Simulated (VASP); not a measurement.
Runs of VASP 6.6.1 on GaSb. The structure is that of space group F-43m (No. 216), or close to it. The cells are those of the table. 

| level | potentials or basis | cell | k mesh | cutoff (eV) | smearing | grid for exact exchange (PRECFOCK) | share of exact exchange | screening parameter | gap on the mesh (eV) | pressure (GPa) |
| --- | --- | --- | --- | --- | --- | --- | --- | --- | --- | --- |
| PBEsol-based global hybrid with 25 % exact exchange | VASP PAW PBE potentials, release 64 (Sb_d_GW, Ga_d) | a = 4.326 Å, angles 60.0°, 2 atoms | 4 × 4 × 4 | 400 | fermi-dirac 0.05 eV | Normal | 0.25 | - | 1.49 | -1.6 |
| PBE0 | VASP PAW PBE potentials, release 64 (Sb_d_GW, Ga_d) | a = 4.342 Å, angles 60.0°, 2 atoms | 4 × 4 × 4 | 400 | fermi-dirac 0.05 eV | Normal | 0.25 | - | 1.47 | (b) |
| PBE0+D4 | VASP PAW PBE potentials, release 64 (Sb_d_GW, Ga_d) | a = 4.326 Å, angles 60.0°, 2 atoms | 4 × 4 × 4 | 400 | gaussian 0.02 eV | Normal | 0.25 | - | 1.56 | -2.1 |
| B3LYP5 | VASP PAW PBE potentials, release 64 (Sb, Ga_d) | a = 4.238 Å, angles 60.0°, 2 atoms | 4 × 4 × 4 | 520 | fermi-dirac 0.05 eV | Normal | 0.2 | - | 1.61 | 7.5 |
| BHLYP | VASP PAW PBE potentials, release 64 (Sb_d_GW, Ga_d) | a = 4.411 Å, angles 60.0°, 2 atoms | 4 × 4 × 4 | 400 | fermi-dirac 0.05 eV | Normal | 0.5 | - | 2.51 | -2.0 |
| BHLYP | VASP PAW PBE potentials, release 64 (Sb_d_GW, Ga_d) | a = 4.268 Å, angles 60.0°, 2 atoms | 4 × 4 × 4 | 400 | fermi-dirac 0.05 eV | Normal | 0.5 | - | 3.34 | 4.0 |
| B3LYP | VASP PAW PBE potentials, release 64 (Sb_d_GW, Ga_d) | a = 4.326 Å, angles 60.0°, 2 atoms | 4 × 4 × 4 | 400 | fermi-dirac 0.05 eV | Normal | 0.2 | - | 1.07 | 3.0 |
| B3LYP | VASP PAW PBE potentials, release 64 (Sb_d_GW, Ga_d) | a = 4.383 Å, angles 60.0°, 2 atoms | 4 × 4 × 4 | 400 | fermi-dirac 0.05 eV | Normal | 0.2 | - | (a) | 0.8 |
| BLYP+D4 | VASP PAW PBE potentials, release 64 (Sb_d_GW, Ga_d) | a = 4.297 Å, angles 60.0°, 2 atoms | 8 × 8 × 8 | 500 | fermi-dirac 0.05 eV | - | - | - | 0.02 | 1.5 |
| B3LYP | VASP PAW PBE potentials, release 64 (Sb_d_GW, Ga_d) | a = 4.297 Å, angles 60.0°, 2 atoms | 4 × 4 × 4 | 400 | fermi-dirac 0.05 eV | Normal | 0.2 | - | 1.23 | 4.3 |
| BHLYP | VASP PAW PBE potentials, release 64 (Sb_d_GW, Ga_d) | a = 4.383 Å, angles 60.0°, 2 atoms | 4 × 4 × 4 | 400 | fermi-dirac 0.05 eV | Normal | 0.5 | - | 2.69 | -1.0 |
| PBE-based screened hybrid with 25 % exact exchange | VASP PAW PBE potentials, release 64 (Sb_d_GW, Ga_d) | a = 4.411 Å, angles 60.0°, 2 atoms | 4 × 4 × 4 | 400 | fermi-dirac 0.05 eV | Normal | 0.25 | 0.3 1/Å | 0.24 | -2.1 |

Alike in all rows: task single point; no spin polarisation.

Problem. Fill in the values left out.

Solution. (a) 0.74; (b) -0.3.

Caveats: some runs use coarse meshes; the PAW data sets were made with another functional, which shifts forces and pressure a little; spin-orbit coupling is left out, which moves the levels of the heavy elements; the smearing spreads over this small gap (at least some runs); semilocal functionals underestimate gaps, and a narrow one can read as zero (at least some runs).

A k mesh can miss the band edges, and the runs leave out spin-orbit coupling on Ga, Sb.

The runs don't all hold the same shells in valence.
